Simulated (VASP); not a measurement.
**AlNi: single point with PBE**

AlNi:

```
Al Ni
1.0
     2.00855   -2.00852    0.00000
     2.00855    2.00852    0.00000
     0.00000    0.00000    2.74580
Al Ni
1 1
Direct
  0.00000 0.00000 0.00000
  0.50000 0.50000 0.50000
```

```
Program                : VASP 6.6.1
Task                   : single point
Functional             : PBE
Potentials or basis    : VASP PAW PBE potentials, release 64 (Al, Ni)
Cutoff                 : 520 eV
k mesh                 : 16 × 16 × 16
Occupations            : gaussian, width 0.15 eV
Spin                   : no spin polarisation
Dipole correction      : no
Further INCAR settings : ALGO = Fast; EDIFF = 1e-07; NBANDS = 14
```

The pressure is 17.2 GPa and the band gap on the k mesh is zero (an odd number of electrons rules out a gap without spin polarisation).

Stress tensor (GPa, compression positive):
```
15.89  0.00  0.00
 0.00 15.89  0.00
 0.00  0.00 19.87
```

Levels at points of the mesh, in eV from the Fermi level:
| k point | band 5 | band 6 | band 7 | band 8 | band 9 | band 10 |
| --- | --- | --- | --- | --- | --- | --- |
| (0.00, 0.00, 0.00) | -1.67 | -1.67 | 5.41 | 5.41 | 6.71 | 8.23 |
| (0.50, 0.00, 0.00) | -2.34 | -1.58 | -0.78 | 8.33 | 9.96 | 11.17 |
| (0.50, 0.50, 0.00) | -2.20 | -2.20 | -1.18 | 1.40 | 2.62 | 13.77 |
| (0.00, 0.00, 0.50) | -2.55 | -1.65 | -0.50 | 8.37 | 10.10 | 10.10 |
| (0.50, 0.00, 0.50) | -2.38 | -2.34 | -1.10 | 1.75 | 2.95 | 12.86 |
| (0.50, 0.50, 0.50) | -1.04 | 1.91 | 1.91 | 2.00 | 4.39 | 4.53 |

It took 2.7 min on 1 thread of Intel(R) Xeon(R) Platinum 8259CL CPU @ 2.50GHz (Skylake/Cascade Lake) (shared host), peak memory 0.31 GiB.

Caveat: the cell stands under pressure. Spin polarisation is off, so any magnetic state and its effect on volume and gap are missing.
